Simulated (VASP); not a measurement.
Cu:

```
CELL_PARAMETERS angstrom
2.37981 -1.57287 0.00000
2.37981 1.57287 0.00000
0.00000 0.00000 6.41614
ATOMIC_POSITIONS crystal
Cu 0.85000 0.15000 0.11700
Cu 0.65000 0.35000 0.61700
Cu 0.15000 0.85000 0.88300
Cu 0.35000 0.65000 0.38300
```

```yaml
Program: VASP 6.6.1
Task: relaxation of cell and atoms
Functional: PBEsol
Potentials_or_basis: VASP PAW PBE potentials, release 64 (Cu)
Cutoff: 600 eV
k_mesh: 6 × 6 × 4
Occupations: gaussian, width 0.1 eV
Spin: no spin polarisation
```

At the start: pressure 40.8 GPa; volume 12.01 Å³/atom.

Problem. How do energy, volume and symmetry change on relaxing?

Solution. Over 23 steps the energy falls by 1516.4 meV/atom and the volume is 11.37 Å³/atom (-5.3 %); space group Cmce (No. 64, to 0.1 Å) before, Fm-3m (No. 225, to 0.1 Å).

Step by step:
| step | energy change (eV) | largest force (eV/Å) | pressure (GPa) | volume (Å³) |
| --- | --- | --- | --- | --- |
| 1 | 0.0000 | 11.7173 | 40.82 | 48.03 |
| 2 | -1.9268 | 2.7541 | 6.54 | 69.31 |
| 3 | -2.0648 | 2.7043 | 5.24 | 68.22 |
| 4 | -2.2017 | 2.6606 | 3.99 | 67.15 |
| 5 | -3.5303 | 2.6557 | -3.39 | 57.60 |
| 6 | -4.0283 | 2.0436 | -0.46 | 52.81 |
| 7 | -5.0737 | 0.7061 | -11.88 | 53.20 |
| 8 | -5.3096 | 0.4354 | -14.45 | 53.14 |
| 9 | -5.5506 | 0.3513 | -15.50 | 52.43 |
| 10 | -5.7339 | 0.8415 | 14.27 | 42.77 |
| 11 | -5.8993 | 0.5625 | -1.17 | 46.27 |
| 12 | -5.9770 | 0.3106 | -0.22 | 45.80 |
| 13 | -6.0072 | 0.3043 | 1.51 | 45.30 |
| 14 | -6.0284 | 0.2402 | -1.41 | 46.00 |
| 15 | -6.0308 | 0.2102 | -2.63 | 46.33 |
| 16 | -6.0463 | 0.1492 | -1.48 | 45.97 |
| 17 | -6.0578 | 0.1188 | 0.94 | 45.29 |
| 18 | -6.0621 | 0.0962 | 0.39 | 45.44 |
| 19 | -6.0638 | 0.0939 | -0.23 | 45.62 |
| 20 | -6.0654 | 0.0372 | -0.26 | 45.52 |
| 21 | -6.0656 | 0.0417 | 0.10 | 45.44 |
| 22 | -6.0656 | 0.0345 | 0.29 | 45.45 |
| 23 | -6.0656 | 0.0284 | 0.21 | 45.47 |

Final structure:
```
CELL_PARAMETERS angstrom
1.76893 -1.77973 0.00000
1.76893 1.77973 0.00000
0.00000 0.00000 7.22226
ATOMIC_POSITIONS crystal
Cu 0.74796 0.25204 0.12507
Cu 0.75204 0.24796 0.62507
Cu 0.25204 0.74796 0.87493
Cu 0.24796 0.75204 0.37493
```

Caveat: the k points lie up to 0.42 Å⁻¹ apart in the final cell, too coarse for converged energies and pressures of a metal; the PAW data sets were made with another functional, which shifts forces and pressure a little.
